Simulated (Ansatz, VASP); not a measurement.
# AlO in VASP and in Ansatz

```
Al O
1.0
     3.14370    0.00000    0.00000
    -1.57185    2.72253    0.00000
     0.00000    0.00000   10.51480
Al O
4 4
Cartesian
  0.0000 1.8150 1.3144
  1.5719 0.9075 6.5718
  0.0000 1.8150 3.9431
  1.5719 0.9075 9.2005
  0.0000 0.0000 0.0000
  0.0000 0.0000 5.2574
  1.5719 0.9075 2.6287
  0.0000 1.8150 7.8861
```

Alike in both runs: task single point; functional PBE; k mesh 6 × 6 × 2; occupations gaussian, width 0.1 eV; no spin polarisation.

|  | VASP | Ansatz |
| --- | --- | --- |
| version | VASP 6.6.1 | Ansatz 0.2.0 |
| potentials or method | VASP PAW PBE potentials, release 64 (Al, O), cutoff 520 eV | scalar-relativistic, plane waves, PAW |
| valence electrons in the cell | 36 | 36 |

```csv
,VASP,Ansatz,Ansatz less VASP
gap on the k mesh at the Fermi level (eV),none,none,-
pressure (GPa),0.9,1.0,+0.15
"traceless stress, the component that is largest in VASP (GPa)",4.12,4.09,-0.027
rms of the force components (eV/Å),0.231,0.232,+0.0006
```

Atom by atom the forces differ by 0.001 eV/Å (rms over components). A gap of «none» marks a metal or a gap that the smearing closes.

The k mesh is coarse, so the values compare programs but aren't converged.
